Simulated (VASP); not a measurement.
A run of VASP 6.6.1:

INCAR

```
ALGO = Normal
EDIFF = 1E-7
ENCUT = 520
GGA = PS
ISIF = 2
ISMEAR = 0
ISPIN = 2
LASPH = True
LCHARG = True
LDAU = True
LDAUJ = 0 0
LDAUL = 2 -1
LDAUPRINT = 1
LDAUTYPE = 2
LDAUU = 5 0
LELF = True
LMAXMIX = 4
LORBIT = 11
LREAL = False
LVHAR = True
LWAVE = False
MAGMOM = 0.6 0
NBANDS = 21
NELM = 150
PREC = Accurate
SIGMA = 0.05
```

KPOINTS

```
k-points
0
Gamma
  7 7 7
```

The input POSCAR:

```
RhN
1.0
    2.9628278700      0.0000000000      0.0000000000
   -1.4814139400      2.5658842000      0.0000000000
    0.0000000000      0.0000000000      2.8915732100
Rh N
1 1
Direct
    0.0000000000      0.0000000000      0.0000000000
    0.6666666667      0.3333333333      0.5000000000
```

Potentials or basis: VASP PAW PBE potentials, release 64 (Rh_pv, N).

Launch:

```bash
$ cat potpaw_PBE.64/Rh_pv/POTCAR potpaw_PBE.64/N/POTCAR > POTCAR
$ mpirun -np 1 vasp_std > vasp.out
```

Hardware: 1 thread of Intel(R) Xeon(R) Platinum 8559C (Emerald Rapids), on a shared host.

Q: Estimate the wall time of this run.

A: Run time: 28 s on 1 thread of Intel(R) Xeon(R) Platinum 8559C (Emerald Rapids) (shared host), peak memory 0.16 GiB. Counts: scf iterations 26, k points 32.
